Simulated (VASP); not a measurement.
# C (Fmmm) in VASP: a series of runs

The runs below take C through single point, with PBEsol.

Everything below comes from runs of VASP 6.6.1. Logs are shortened: lines on timing, memory, paths and dates and some standing lists are left out, and cuts for length are marked.

### Step 1. The cell of the first run

It takes space group Fmmm (No. 69, orthorhombic). Conventional cell: a = 2.406 Å, b = 4.167 Å, c = 6.559 Å, α = 90.00°, β = 90.00°, γ = 90.00°. Within 1.9 Å of C (site symmetry m2m) lie 3 C at 1.39 Å.

### Step 2. Single point, PBEsol

INCAR

```
SYSTEM = C
ALGO = Normal
EDIFF = 1E-6
ENCUT = 520
GGA = PS
ISIF = 2
ISMEAR = 1
LASPH = .TRUE.
LCHARG = .FALSE.
LREAL = .FALSE.
LWAVE = .FALSE.
NBANDS = 11
NELM = 60
PREC = Accurate
SIGMA = 0.15
```

KPOINTS

```
k-points
0
G
  14 14 14
  0 0 0
```

POSCAR

```
C
1.0
    0.0000000000      2.0835796532      3.2796542920
    1.2029317415      0.0000000000      3.2796542920
    1.2029317415      2.0835796532      0.0000000000
C
2
Direct
    0.1666666667      0.8333333333      0.1666666667
    0.8333333333      0.1666666667      0.8333333333
```

Potentials or basis: VASP PAW PBE potentials, release 64 (C).

Started as:

```console
$ cat potpaw_PBE.64/C/POTCAR > POTCAR
$ mpirun -np 1 vasp_std > vasp.out
```

OUTCAR:

```text
SYSTEM = C
   EDIFF = 1E-6
   ENCUT = 520
   GGA = PS
   ISIF = 2
   ISMEAR = 1
   LASPH = .TRUE.
   LREAL = .FALSE.
   NELM = 60
   PREC = Accurate

 ion  position               nearest neighbor table
   1  0.167  0.833  0.167-   2 1.39   2 1.39   2 1.39
   2  0.833  0.167  0.833-   1 1.39   1 1.39   1 1.39

  LATTYP: Found a face centered orthorhombic cell.
 ALAT       =     2.4058634830
 B/A-ratio  =     1.7320846905
 C/A-ratio  =     2.7263843648

  Lattice vectors:

 A1 = (   0.0000000000,   2.0835796532,   3.2796542920)
 A2 = (   1.2029317415,   0.0000000000,   3.2796542920)
 A3 = (   1.2029317415,   2.0835796532,   0.0000000000)

Analysis of symmetry for initial positions (statically):
=====================================================================
 Subroutine PRICEL returns:
 Original cell was already a primitive cell.

 Routine SETGRP: Setting up the symmetry group for a
 face centered orthorhombic supercell.

 Subroutine GETGRP returns: Found  8 space group operations
 (whereof  8 operations were pure point group operations)
 out of a pool of  8 trial point group operations.

The static configuration has the point symmetry D_2h.

Analysis of symmetry for dynamics (positions and initial velocities):
=====================================================================
 Subroutine PRICEL returns:
 Original cell was already a primitive cell.

 Routine SETGRP: Setting up the symmetry group for a
 face centered orthorhombic supercell.

 Subroutine GETGRP returns: Found  8 space group operations
 (whereof  8 operations were pure point group operations)
 out of a pool of  8 trial point group operations.

The dynamic configuration has the point symmetry D_2h.

 Subroutine INISYM returns: Found  8 space group operations
 (whereof  8 operations are pure point group operations),
 and found     1 'primitive' translations

----------------------------------------------------------------------------------------

                                     Primitive cell

  volume of cell :      16.4403

  direct lattice vectors                    reciprocal lattice vectors
     0.000000000  2.083579653  3.279654292    -0.415651182  0.239971627  0.152455093
     1.202931742  0.000000000  3.279654292     0.415651182 -0.239971627  0.152455093
     1.202931742  2.083579653  0.000000000     0.415651182  0.239971627 -0.152455093

  length of vectors
     3.885541976  3.493304603  2.405898781     0.503582011  0.503582011  0.503582011

[... 88 lines left out ...]
   POTIM  = 0.5000    time-step for ionic-motion
   TEBEG  =    0.0;   TEEND  =   0.0 temperature during run
   PSTRESS=    0.0 pullay stress
   NELECT =       8.0000    total number of electrons
   NUPDOWN=      -1.0000    fix difference up-down
   EMIN   =  10.00;   EMAX   =-10.00  energy-range for DOS
   EFERMI =   0.00;   METHOD = LEGACY
   ISMEAR =     1;   SIGMA  =   0.15  broadening in eV -4-tet -1-fermi 0-gaus
   EFERMI_NEDOS =   21; number of points for ismear=-14 and -15
   IALGO  =     38    algorithm
   IMIX   =      4    mixing-type and parameters
     AMIX     =   0.40;   BMIX     =  1.00
     AMIX_MAG =   1.60;   BMIX_MAG =  1.00
  volume/ion in A,a.u.               =       8.22        55.47
  Fermi-wavevector in a.u.,A,eV,Ry     =   1.287662  2.433328 22.559448  1.658073
  Thomas-Fermi vector in A             =   2.419662
   LORBIT       =      0    0 simple, 1 ext, 2 COOP (PROOUT), +10 PAW based schemes
   GGA     = PS    functional components
   LHFCALC =     F    Hartree Fock is set to
   AEXX    =    0.0000 exact exchange contribution
   IVDW    =     0    specifies the selected vdW correction
   LEPSILON=     F    determine dielectric tensor
   LRPA    =     F    only Hartree local field effects (RPA)
 non-spin polarized calculation
 Methfessel and Paxton  Order N= 1 SIGMA  =   0.15
  energy-cutoff  :      520.00
  volume of cell :       16.44
 maximum number of plane-waves:       462
 NGX is ok and might be reduce to    30
   NGX = 15   NGY = 13   NGZ =  9

 number of electron       7.9999999 magnetization

 Free energy of the ion-electron system (eV)
  ---------------------------------------------------
  ext. energy  EPLUGINS =         0.00000000
  ---------------------------------------------------
  free energy    TOTEN  =       -19.20445790 eV

  energy without entropy =      -19.20468748  energy(sigma->0) =      -19.20453443

 E-fermi :   5.6441     XC(G=0): -10.8539

 val. band max:        5.4217063592   @ k =   0.5000  -0.1429   0.3571
 cond. band min:       5.7394581237   @ k =  -0.1429   0.2143   0.2857
 fundamental gap:      0.3177517645
 Fermi energy:         5.6441208443

 k-point     1 :       0.0000    0.0000    0.0000
  band No.  band energies     occupation
      1     -14.9760      2.00000
      2      -1.7062      2.00000
      3       2.3156      2.00000
      4       2.3463      2.00000
      5       9.1966      0.00000
      6      14.0505      0.00000
      7      14.1300      0.00000
      8      17.5722      0.00000
      9      19.6972      0.00000
     10      28.5641      0.00000
     11      31.7856      0.00000
[... 309 lines left out ...]
 k-point    24 :       0.2857    0.1429   -0.0000
  band No.  band energies     occupation
      1     -14.3395      2.00000
      2      -2.0744      2.00000
      3       0.5208      2.00000
      4       1.3658      2.00000
      5      11.9289      0.00000
      6      14.2212      0.00000
      7      15.8440      0.00000
      8      16.1625      0.00000
      9      20.4469      0.00000
     10      27.9139      0.00000
     11      29.9190      0.00000

 [... further k-points ...]

------------------------ aborting loop because EDIFF is reached ----------------------------------------

  FORCE on cell =-STRESS in cart. coord.  units (eV):
  Direction    XX          YY          ZZ          XY          YZ          ZX
  --------------------------------------------------------------------------------------
  -------------------------------------------------------------------------------------
  Total        3.2492697      3.2578205      0.2574342      0.0000000      0.0000000      0.0000000
  in kB      316.6556148    317.4889210     25.0880913      0.0000000      0.0000000      0.0000000
  external PRESSURE =     219.7442090 kB  Pullay stress =       0.0000000 kB

 VOLUME and BASIS-vectors are now :
 -----------------------------------------------------------------------------
  energy-cutoff  :      520.00
  volume of cell :       16.44
      direct lattice vectors                 reciprocal lattice vectors
     0.000000000  2.083579653  3.279654292    -0.415651182  0.239971627  0.152455093
     1.202931742  0.000000000  3.279654292     0.415651182 -0.239971627  0.152455093
     1.202931742  2.083579653  0.000000000     0.415651182  0.239971627 -0.152455093

 POSITION                                       TOTAL-FORCE (eV/Angst)
 -----------------------------------------------------------------------------------
      1.20293      0.69453      3.27965         0.000000      0.042215      0.000000
      1.20293      3.47263      3.27965         0.000000     -0.042215      0.000000
 -----------------------------------------------------------------------------------
    total drift:                               -0.000000     -0.000000     -0.000000

  FREE ENERGIE OF THE ION-ELECTRON SYSTEM (eV)
  ---------------------------------------------------
  free  energy   TOTEN  =       -19.2044578959 eV

  energy  without entropy=      -19.2046874841  energy(sigma->0) =      -19.20453443
```

stdout:

```text
POSCAR found type information on POSCAR C
 POSCAR found :  1 types and       2 ions
 scaLAPACK will be used
 -----------------------------------------------------------------------------
|                                                                             |
|                                                                             |
|     You enforced a specific xc type in the INCAR file but a different       |
|     I HOPE YOU KNOW WHAT YOU ARE DOING!                                     |
|                                                                             |
 -----------------------------------------------------------------------------

 LDA part: xc-table for (Slater+PW92), standard interpolation
 POSCAR, INCAR and KPOINTS ok, starting setup
 FFT: planning ... GRIDC
 FFT: planning ... GRID_SOFT
 FFT: planning ... GRID
 WAVECAR not read
 entering main loop
```

It took 2.5 min on 1 thread of Intel Xeon 8259CL, shared host; peak memory 0.18 GiB.

What came out:

```
Free energy   : -19.2045 eV
Pressure      : 22.0 GPa
Largest force : 0.042 eV/Å
```

Forces on the atoms (eV/Å):
```
C    0.000  0.042  0.000
C    0.000 -0.042  0.000
```

Stress tensor (GPa, compression positive):
```
31.67  0.00  0.00
 0.00 31.75  0.00
 0.00  0.00  2.51
```

Caveat: the cell stands under pressure; this functional lacks dispersion, which binds the layers, so the pressure and a relaxed spacing across them are unreliable; the PAW data sets were made with another functional, which shifts forces and pressure a little.

### Step 3. Single point, PBEsol

This run uses another cell than the first one, of 8.40 Å³/atom.

INCAR

```
  ALGO = Normal
  EDIFF = 1E-6
  ENCUT = 520
  GGA = PS
  ISIF = 2
  ISMEAR = 1
  LASPH = T
  LCHARG = T
  LELF = T
  LREAL = F
  LVHAR = T
  LWAVE = F
  NBANDS = 11
  NELM = 100
  PREC = Accurate
  SIGMA = 0.15
```

KPOINTS

```
k-points
0
Gamma
  14 14 14
```

POSCAR

```
C
1.0
    0.0000000000      2.0982532328      3.3027512099
    1.2114033709      0.0000000000      3.3027512099
    1.2114033709      2.0982532328      0.0000000000
C
2
Direct
    0.1666666667      0.8333333333      0.1666666667
    0.8333333333      0.1666666667      0.8333333333
```

Potentials or basis: VASP PAW PBE potentials, release 64 (C).

Started as:

```console
$ cat potpaw_PBE.64/C/POTCAR > POTCAR
$ mpirun -np 1 vasp_std > vasp.out
```

OUTCAR:

```text
EDIFF = 1E-6
   ENCUT = 520
   GGA = PS
   ISIF = 2
   ISMEAR = 1
   LASPH = T
   LREAL = F
   NELM = 100
   PREC = Accurate

 ion  position               nearest neighbor table
   1  0.167  0.833  0.167-   2 1.40   2 1.40   2 1.40
   2  0.833  0.167  0.833-   1 1.40   1 1.40   1 1.40

  LATTYP: Found a face centered orthorhombic cell.
 ALAT       =     2.4228067418
 B/A-ratio  =     1.7320846905
 C/A-ratio  =     2.7263843648

  Lattice vectors:

[... 521 lines left out ...]

 [... further k-points ...]

------------------------ aborting loop because EDIFF is reached ----------------------------------------

  FORCE on cell =-STRESS in cart. coord.  units (eV):
  Direction    XX          YY          ZZ          XY          YZ          ZX
  --------------------------------------------------------------------------------------
  -------------------------------------------------------------------------------------
  Total        2.1964612      2.2053284      0.2341077     -0.0000000      0.0000000      0.0000000
  in kB      209.5953256    210.4414610     22.3395154     -0.0000000      0.0000000      0.0000000
  external PRESSURE =     147.4587673 kB  Pullay stress =       0.0000000 kB

 VOLUME and BASIS-vectors are now :
 -----------------------------------------------------------------------------
  energy-cutoff  :      520.00
  volume of cell :       16.79
      direct lattice vectors                 reciprocal lattice vectors
     0.000000000  2.098253233  3.302751210    -0.412744435  0.238293449  0.151388939
     1.211403371  0.000000000  3.302751210     0.412744435 -0.238293449  0.151388939
     1.211403371  2.098253233  0.000000000     0.412744435  0.238293449 -0.151388939

 POSITION                                       TOTAL-FORCE (eV/Angst)
 -----------------------------------------------------------------------------------
      1.21140      0.69942      3.30275         0.000000      0.040929      0.000000
      1.21140      3.49709      3.30275         0.000000     -0.040929      0.000000
 -----------------------------------------------------------------------------------
    total drift:                               -0.000000     -0.000000     -0.000000

  FREE ENERGIE OF THE ION-ELECTRON SYSTEM (eV)
  ---------------------------------------------------
  free  energy   TOTEN  =       -19.2447075766 eV

  energy  without entropy=      -19.2449362940  energy(sigma->0) =      -19.24478382
```

OSZICAR:

```text
N       E                     dE             d eps       ncg     rms          rms(c)
DAV:   1    -0.122347226090E+00   -0.12235E+00   -0.41166E+03  9632   0.650E+02
DAV:   2    -0.201579230238E+02   -0.20036E+02   -0.19144E+02 12369   0.121E+02
DAV:   3    -0.206032670411E+02   -0.44534E+00   -0.44444E+00 11801   0.145E+01
DAV:   4    -0.206048138375E+02   -0.15468E-02   -0.15467E-02 11021   0.104E+00
DAV:   5    -0.206048194422E+02   -0.56047E-05   -0.56051E-05 11943   0.567E-02    0.679E+00
DAV:   6    -0.195681427094E+02    0.10367E+01   -0.89850E-01 10765   0.547E+00    0.392E+00
DAV:   7    -0.192427637830E+02    0.32538E+00   -0.97160E-01 11095   0.576E+00    0.106E+00
DAV:   8    -0.192449988127E+02   -0.22350E-02   -0.21800E-02 10495   0.951E-01    0.148E-01
DAV:   9    -0.192446655851E+02    0.33323E-03   -0.72654E-04 11385   0.164E-01    0.607E-02
DAV:  10    -0.192447083797E+02   -0.42795E-04   -0.11397E-04 10889   0.736E-02    0.297E-02
DAV:  11    -0.192447075766E+02    0.80312E-06   -0.52385E-06 11357   0.132E-02
   1 F= -.19244708E+02 E0= -.19244784E+02  d E =0.228717E-03
```

stdout:

```text
POSCAR found type information on POSCAR C
 POSCAR found :  1 types and       2 ions
 scaLAPACK will be used
 -----------------------------------------------------------------------------
|                                                                             |
|                                                                             |
|     You enforced a specific xc type in the INCAR file but a different       |
|     I HOPE YOU KNOW WHAT YOU ARE DOING!                                     |
|                                                                             |
 -----------------------------------------------------------------------------

 LDA part: xc-table for (Slater+PW92), standard interpolation
 POSCAR, INCAR and KPOINTS ok, starting setup
 FFT: planning ... GRIDC
 FFT: planning ... GRID_SOFT
 FFT: planning ... GRID
 WAVECAR not read
 entering main loop
```

It took 2.5 min on 1 thread of Intel Xeon 8259CL, shared host; peak memory 0.18 GiB.

What came out:

```yaml
Free_energy: -19.2447 eV
Pressure: 14.7 GPa
Largest_force: 0.041 eV/Å
```

Forces in eV/Å, atoms in the order of the input:
```
C    0.000  0.041  0.000
C    0.000 -0.041  0.000
```

Caveat: the cell stands under pressure; this functional lacks dispersion, which binds the layers, so the pressure and a relaxed spacing across them are unreliable; the PAW data sets were made with another functional, which shifts forces and pressure a little.

### Step 4. Single point, PBEsol

This run uses another cell than the first one, of 8.57 Å³/atom.

INCAR

```
SYSTEM = C
PREC = Accurate
ENCUT = 520
EDIFF = 1E-6
ISMEAR = 1
SIGMA = 0.15
LREAL = .FALSE.
LASPH = .TRUE.
NELM = 100
ALGO = Normal
ISIF = 2
LWAVE = .FALSE.
LCHARG = .TRUE.
GGA = PS
LELF = .TRUE.
LVHAR = .TRUE.
NBANDS = 11
```

KPOINTS

```
Automatic mesh
0
G
  14 14 14
  0 0 0
```

POSCAR

```
C
1.0
    0.0000000000      2.1127244021      3.3255295243
    1.2197581409      0.0000000000      3.3255295243
    1.2197581409      2.1127244021      0.0000000000
C
2
Direct
    0.1666666667      0.8333333333      0.1666666667
    0.8333333333      0.1666666667      0.8333333333
```

Started as:

```console
$ cat potpaw_PBE.64/C/POTCAR > POTCAR
$ mpirun -np 1 vasp_std > vasp.out
```

It took 2.4 min on 1 thread of Intel Xeon 8259CL, shared host; peak memory 0.18 GiB.

Results (log left out):

```
Free energy   : -19.2699 eV
Pressure      : 8.1 GPa
Largest force : 0.040 eV/Å
```

Forces in eV/Å, atoms in the order of the input:
```
C    0.000  0.040  0.000
C    0.000 -0.040  0.000
```

Stress tensor (GPa, compression positive):
```
11.18  0.00  0.00
 0.00 11.27  0.00
 0.00  0.00  1.99
```

Caveat: the cell stands under pressure; this functional lacks dispersion, which binds the layers, so the pressure and a relaxed spacing across them are unreliable; the PAW data sets were made with another functional, which shifts forces and pressure a little.

### Step 5. Overview

```tsv
cell	pressure (GPa)	largest force (eV/Å)
a = 3.886, b = 3.493, c = 2.406 Å, angles 80.1, 62.3, 37.6°, 2 atoms	22.0	0.04
a = 3.913, b = 3.518, c = 2.423 Å, angles 80.1, 62.3, 37.6°, 2 atoms	14.7	0.04
a = 3.940, b = 3.542, c = 2.440 Å, angles 80.1, 62.3, 37.6°, 2 atoms	8.1	0.04
```

Alike in all rows: task single point; level PBEsol; potentials or basis VASP PAW PBE potentials, release 64 (C); no spin polarisation; k mesh 14 × 14 × 14; cutoff (eV) 520; smearing methfessel-paxton 0.15 eV.

Caveats: the cell stands under pressure; this functional lacks dispersion, which binds the layers, so the pressure and a relaxed spacing across them are unreliable; the PAW data sets were made with another functional, which shifts forces and pressure a little.

Total energies depend on the potentials used, so only differences within one code and one set of settings carry meaning.
